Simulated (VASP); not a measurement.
# SrTiO3 (Pm-3m) in VASP: notebook, part 2 of 2

VASP 6.6.1. Earlier steps stand in the parts before.

## Step 5: Relaxation of cell and atoms, PBE

This run uses another cell than the first one: it holds 5 atoms, not 10.

File INCAR:

```
ALGO = Normal
EDIFF = 1E-6
EDIFFG = -0.01
ENCUT = 600
GGA = PE
IBRION = 2
ISIF = 3
ISMEAR = 0
LASPH = T
LCHARG = F
LREAL = F
LWAVE = F
NELM = 100
NSW = 100
PREC = Accurate
SIGMA = 0.02
```

File KPOINTS:

```
k-points
0
Gamma
  8 8 8
```

File POSCAR:

```
SrTiO3
1.0
    3.9364873115      0.0000000000      0.0000000000
    0.0000000000      3.9364873115      0.0000000000
    0.0000000000      0.0000000000      3.9364873115
Sr Ti O
1 1 3
Direct
    0.0000000000      0.0000000000      0.0000000000
    0.5000000000      0.5000000000      0.5000000000
    0.0000000000      0.5000000000      0.5000000000
    0.5000000000      0.0000000000      0.5000000000
    0.5000000000      0.5000000000      0.0000000000
```

Potentials or basis: VASP PAW PBE potentials, release 64 (Sr_sv, Ti_sv, O).

Run with:

```bash
cat potpaw_PBE.64/Sr_sv/POTCAR potpaw_PBE.64/Ti_sv/POTCAR potpaw_PBE.64/O/POTCAR > POTCAR
mpirun -np 1 vasp_std > vasp.out
```

OUTCAR:

```text
EDIFF = 1E-6
   EDIFFG = -0.01
   ENCUT = 600
   GGA = PE
   IBRION = 2
   ISIF = 3
   ISMEAR = 0
   LASPH = T
   LREAL = F
   NELM = 100
   NSW = 100
   PREC = Accurate

 ion  position               nearest neighbor table
   1  0.000  0.000  0.000-   3 2.78   4 2.78   5 2.78   3 2.78   4 2.78   3 2.78   5 2.78   3 2.78
                             4 2.78   5 2.78   4 2.78   5 2.78   2 3.41   2 3.41   2 3.41   2 3.41
   2  0.500  0.500  0.500-   3 1.97   4 1.97   5 1.97   5 1.97   4 1.97   3 1.97   1 3.41   1 3.41
                             1 3.41   1 3.41   1 3.41   1 3.41   1 3.41   1 3.41
   3  0.000  0.500  0.500-   2 1.97   2 1.97   1 2.78   1 2.78   1 2.78   1 2.78
   4  0.500  0.000  0.500-   2 1.97   2 1.97   1 2.78   1 2.78   1 2.78   1 2.78
   5  0.500  0.500  0.000-   2 1.97   2 1.97   1 2.78   1 2.78   1 2.78   1 2.78

  LATTYP: Found a simple cubic cell.
 ALAT       =     3.9364873115

  Lattice vectors:

 A1 = (   3.9364873115,   0.0000000000,   0.0000000000)
 A2 = (   0.0000000000,   3.9364873115,   0.0000000000)
 A3 = (   0.0000000000,   0.0000000000,   3.9364873115)

Analysis of symmetry for initial positions (statically):
=====================================================================
 Subroutine PRICEL returns:
 Original cell was already a primitive cell.

 Routine SETGRP: Setting up the symmetry group for a
 simple cubic supercell.

 Subroutine GETGRP returns: Found 48 space group operations
 (whereof 48 operations were pure point group operations)
 out of a pool of 48 trial point group operations.

The static configuration has the point symmetry O_h .

Analysis of symmetry for dynamics (positions and initial velocities):
=====================================================================
 Subroutine PRICEL returns:
 Original cell was already a primitive cell.

 Routine SETGRP: Setting up the symmetry group for a
 simple cubic supercell.

 Subroutine GETGRP returns: Found 48 space group operations
 (whereof 48 operations were pure point group operations)
 out of a pool of 48 trial point group operations.

[... 131 lines left out ...]
   GGA     = PE    functional components
   LHFCALC =     F    Hartree Fock is set to
   AEXX    =    0.0000 exact exchange contribution
   IVDW    =     0    specifies the selected vdW correction
   LEPSILON=     F    determine dielectric tensor
   LRPA    =     F    only Hartree local field effects (RPA)
 conjugate gradient relaxation of ions
 non-spin polarized calculation
 Gauss-broadening in eV      SIGMA  =   0.02
  energy-cutoff  :      600.00
  volume of cell :       61.00
 maximum number of plane-waves:      2064
 NGX is ok and might be reduce to    32

--------------------------------------- Ionic step        1  -------------------------------------------

 number of electron      39.9999974 magnetization

 Free energy of the ion-electron system (eV)
  ---------------------------------------------------
  ext. energy  EPLUGINS =         0.00000000
  ---------------------------------------------------
  free energy    TOTEN  =       -40.10983000 eV

  energy without entropy =      -40.10983000  energy(sigma->0) =      -40.10983000

------------------------ aborting loop because EDIFF is reached ----------------------------------------

  FORCE on cell =-STRESS in cart. coord.  units (eV):
  Direction    XX          YY          ZZ          XY          YZ          ZX
  --------------------------------------------------------------------------------------
  -------------------------------------------------------------------------------------
  Total        0.1365981      0.1365981      0.1365981     -0.0000000     -0.0000000     -0.0000000
  in kB        3.5878047      3.5878047      3.5878047     -0.0000000     -0.0000000     -0.0000000
  external PRESSURE =       3.5878047 kB  Pullay stress =       0.0000000 kB
[... 65 lines left out ...]
--------------------------------------- Ionic step        3  -------------------------------------------

 number of electron      39.9999974 magnetization

 Free energy of the ion-electron system (eV)
  ---------------------------------------------------
  ext. energy  EPLUGINS =         0.00000000
  ---------------------------------------------------
  free energy    TOTEN  =       -40.11003117 eV

  energy without entropy =      -40.11003117  energy(sigma->0) =      -40.11003117

 E-fermi :   4.1531     XC(G=0): -11.1301

 val. band max:        3.9471516834   @ k =   0.5000   0.5000   0.5000
 cond. band min:       5.7540705963   @ k =   0.0000   0.0000   0.0000
 fundamental gap:      1.8069189129
 Fermi energy:         4.1530723147

 k-point     1 :       0.0000    0.0000    0.0000
  band No.  band energies     occupation
      1     -52.6262      2.00000
      2     -28.9250      2.00000
      3     -28.8559      2.00000
      4     -28.8559      2.00000
      5     -28.8559      2.00000
      6     -13.3839      2.00000
[... 637 lines left out ...]
     23       7.9493      0.00000
     24       9.4629      0.00000

 [... further k-points ...]
[... 5 lines left out ...]
  --------------------------------------------------------------------------------------
  -------------------------------------------------------------------------------------
  Total       -0.0089816     -0.0089816     -0.0089816      0.0000000      0.0000000      0.0000000
  in kB       -0.2352845     -0.2352845     -0.2352845      0.0000000      0.0000000      0.0000000
  external PRESSURE =      -0.2352845 kB  Pullay stress =       0.0000000 kB
[... 20 lines left out ...]
  FREE ENERGIE OF THE ION-ELECTRON SYSTEM (eV)
  ---------------------------------------------------
  free  energy   TOTEN  =       -40.1100311655 eV

  energy  without entropy=      -40.1100311655  energy(sigma->0) =      -40.11003117

 reached required accuracy - stopping structural energy minimisation
```

OSZICAR:

```text
N       E                     dE             d eps       ncg     rms          rms(c)
DAV:   1     0.488689687810E+03    0.48869E+03   -0.23947E+04  1680   0.206E+03
DAV:   2     0.232587408616E+01   -0.48636E+03   -0.47790E+03  2040   0.529E+02
DAV:   3    -0.482243151763E+02   -0.50550E+02   -0.49094E+02  2448   0.157E+02
[... 27 lines left out ...]
DAV:   3    -0.401100189042E+02    0.64252E-04   -0.40437E-04  2096   0.131E-01    0.240E-02
DAV:   4    -0.401100212690E+02   -0.23649E-05   -0.84848E-05  2408   0.495E-02    0.225E-02
DAV:   5    -0.401100245322E+02   -0.32631E-05   -0.88723E-06  2448   0.296E-02    0.176E-02
DAV:   6    -0.401100282554E+02   -0.37233E-05   -0.42996E-06  1848   0.117E-02    0.929E-03
DAV:   7    -0.401100308115E+02   -0.25561E-05   -0.28232E-06  1840   0.104E-02    0.126E-03
DAV:   8    -0.401100311655E+02   -0.35397E-06   -0.44794E-07   872   0.474E-03
   3 F= -.40110031E+02 E0= -.40110031E+02  d E =-.201163E-03
```

CONTCAR:

```text
SrTiO3
   1.00000000000000
     3.9399434053900895   -0.0000000000000000   -0.0000000000000000
    -0.0000000000000000    3.9399434053900895    0.0000000000000000
    -0.0000000000000000   -0.0000000000000000    3.9399434053900895
  Sr              Ti              O
     1     1     3
Direct
     0.0000000000000000    0.0000000000000000    0.0000000000000000
     0.5000000000000000    0.5000000000000000    0.5000000000000000
     0.0000000000000000    0.5000000000000000    0.5000000000000000
     0.5000000000000000    0.0000000000000000    0.5000000000000000
     0.5000000000000000    0.5000000000000000    0.0000000000000000

  0.00000000E+00  0.00000000E+00  0.00000000E+00
  0.00000000E+00  0.00000000E+00  0.00000000E+00
  0.00000000E+00  0.00000000E+00  0.00000000E+00
  0.00000000E+00  0.00000000E+00  0.00000000E+00
  0.00000000E+00  0.00000000E+00  0.00000000E+00
```

Wall time 53 s (1 thread of Intel Xeon 6975P-C (Granite Rapids), shared host); peak memory 0.23 GiB.

What came out:

* Free energy: -40.1100 eV
* Relaxed volume: 12.23 Å³/atom
* Relaxed cell: a = 3.940 Å, b = 3.940 Å, c = 3.940 Å, α = 90.00°, β = 90.00°, γ = 90.00°
* Space group after relaxing (to 0.1 Å): Pm-3m (No. 221)
* Energy gained by relaxing: 0.0 meV/atom
* Ionic steps: 3
* Pressure after relaxing: 0.0 GPa
* Band gap on the k mesh: 1.81 eV (least direct gap 2.18 eV)

Step by step:
| step | energy change (eV) | largest force (eV/Å) | pressure (GPa) | volume (Å³) |
| --- | --- | --- | --- | --- |
| 1 | 0.0000 | 0.0000 | 0.36 | 61.00 |
| 2 | -0.0001 | 0.0000 | -0.24 | 61.24 |
| 3 | -0.0002 | 0.0000 | -0.02 | 61.16 |

Final structure:
```
Sr Ti O
1.0
     3.93994    0.00000    0.00000
     0.00000    3.93994    0.00000
     0.00000    0.00000    3.93994
Sr Ti O
1 1 3
Cartesian
  0.0000 0.0000 0.0000
  1.9700 1.9700 1.9700
  0.0000 1.9700 1.9700
  1.9700 0.0000 1.9700
  1.9700 1.9700 0.0000
```

A k mesh can miss the band edges.

## Step 6: Relaxation of cell and atoms, PBE, collinear spin

This run uses another cell than the first one: it holds 5 atoms, not 10.

File INCAR:

```
SYSTEM = SrTiO3
PREC = Accurate ; ENCUT = 600
EDIFF = 1E-7 ; ISMEAR = 0
SIGMA = 0.1 ; LREAL = .False.
LASPH = .True. ; NELM = 150
ALGO = Normal ; ISIF = 3
LWAVE = .False. ; LCHARG = .False.
ISPIN = 2 ; MAGMOM = 0 1 0 0 0
LORBIT = 11 ; LMAXMIX = 4
GGA = PE ; IBRION = 2
NSW = 90 ; EDIFFG = -0.04
```

File KPOINTS:

```
regular mesh
0
Gamma
  4 4 4
  0 0 0
```

POSCAR: that of step 5 with these lines changed.

```diff
@@ -2,5 +2,5 @@
 1.0
-    3.9364873115      0.0000000000      0.0000000000
-    0.0000000000      3.9364873115      0.0000000000
-    0.0000000000      0.0000000000      3.9364873115
+    3.9049999700      0.0000000000      0.0000000000
+    0.0000000000      3.9049999700      0.0000000000
+    0.0000000000      0.0000000000      3.9049999700
 Sr Ti O
```

Potentials or basis: VASP PAW PBE potentials, release 64 (Sr_sv, Ti_sv, O).

Run with:

```bash
cat potpaw_PBE.64/Sr_sv/POTCAR potpaw_PBE.64/Ti_sv/POTCAR potpaw_PBE.64/O/POTCAR > POTCAR
mpirun -np 1 vasp_std > vasp.out
```

Run time: 50 s. Hardware: 1 thread of Intel Xeon 6975P-C (Granite Rapids), shared host; peak memory 0.22 GiB.

The run converged. Its results:

* Free energy: -40.0891 eV
* Relaxed volume: 12.24 Å³/atom
* Relaxed cell: a = 3.940 Å, b = 3.940 Å, c = 3.940 Å, α = 90.00°, β = 90.00°, γ = 90.00°
* Space group after relaxing (to 0.1 Å): Pm-3m (No. 221)
* Energy gained by relaxing: 4.8 meV/atom
* Ionic steps: 3
* Pressure after relaxing: 0.0 GPa
* Band gap on the k mesh: 1.79 eV (least direct gap 2.16 eV)
* Net moment: 0.00 μB per cell
* Valence electrons inside the program's atomic spheres: Sr 7.98; Ti 10.25; O 5.04

Step by step:
```
step  energy change (eV)  largest force (eV/Å)  pressure (GPa)  volume (Å³)
   1              0.0000                0.0000            4.83        59.55
   2             -0.0051                0.0000           -3.92        62.70
   3             -0.0240                0.0000           -0.01        61.18
```

Final structure:
```
CELL_PARAMETERS angstrom
3.94047 0.00000 0.00000
0.00000 3.94047 0.00000
0.00000 0.00000 3.94047
ATOMIC_POSITIONS crystal
Sr 0.00000 0.00000 0.00000
Ti 0.50000 0.50000 0.50000
O 0.00000 0.50000 0.50000
O 0.50000 0.00000 0.50000
O 0.50000 0.50000 0.00000
```

Levels at points of the mesh, in eV from the valence-band top:
Spin up:
```tsv
k point	band 16	band 17	band 18	band 19	band 20	band 21	band 22	band 23	band 24	band 25
(0.00, 0.00, 0.00)	-1.12	-1.12	-0.37	-0.37	-0.37	1.79	1.79	1.79	4.09	4.09
(0.50, 0.00, 0.00)	-2.29	-2.29	-1.90	-0.73	-0.73	1.94	3.62	3.62	4.10	6.23
(0.50, 0.50, 0.00)	-2.76	-1.74	-1.54	-1.54	-0.09	3.63	3.63	4.07	5.03	7.75
(0.50, 0.50, 0.50)	-3.66	-3.66	0.00	0.00	0.00	4.27	4.27	4.27	6.83	6.83
```
Spin down:
```
           k point  band 17  band 18  band 19  band 20  band 21  band 22  band 23  band 24
(0.00, 0.00, 0.00)    -1.12    -0.37    -0.37    -0.37     1.79     1.79     1.79     4.09
(0.50, 0.00, 0.00)    -2.29    -1.90    -0.73    -0.73     1.94     3.62     3.62     4.10
(0.50, 0.50, 0.00)    -1.74    -1.54    -1.54    -0.09     3.63     3.63     4.07     5.03
(0.50, 0.50, 0.50)    -3.66     0.00     0.00     0.00     4.27     4.27     4.27     6.83
```

## Step 7: Overview

```csv
task,level,spin,U,cell,k mesh,cutoff (eV),smearing,gap on the mesh (eV),pressure (GPa),relaxed volume (Å³/atom)
single point,PBE,off,-,"a = 3.936, b = 3.936, c = 7.873 Å, 10 atoms, atomic positions A",4 × 4 × 2,520,gaussian 0.1 eV,1.79,0.7,-
single point,r2SCAN,off,-,"a = 3.936 Å, 5 atoms, atomic positions B",8 × 8 × 8,520,gaussian 0.02 eV,2.22,-3.2,-
single point,PBE+U,off,Ti d U = 4.0 eV,"a = 3.936 Å, 5 atoms, atomic positions B",8 × 8 × 8,520,gaussian 0.02 eV,2.33,4.2,-
relaxation of cell and atoms,PBE,off,-,"relaxed from a = 3.936 Å, 5 atoms, atomic positions B",8 × 8 × 8,600,gaussian 0.02 eV,1.81,0.0,12.23
relaxation of cell and atoms,PBE,collinear,-,"relaxed from a = 3.905 Å, 5 atoms, atomic positions B",4 × 4 × 4,600,gaussian 0.1 eV,1.79,0.0,12.24
```

Alike in all rows: potentials or basis VASP PAW PBE potentials, release 64 (Sr_sv, Ti_sv, O).

Caveats: the cell stands under tension (at least some runs); the PAW data sets were made with another functional, which shifts forces and pressure a little (at least some runs); the cell stands under pressure (at least some runs).

Total energies depend on the potentials used, so only differences within one code and one set of settings carry meaning.
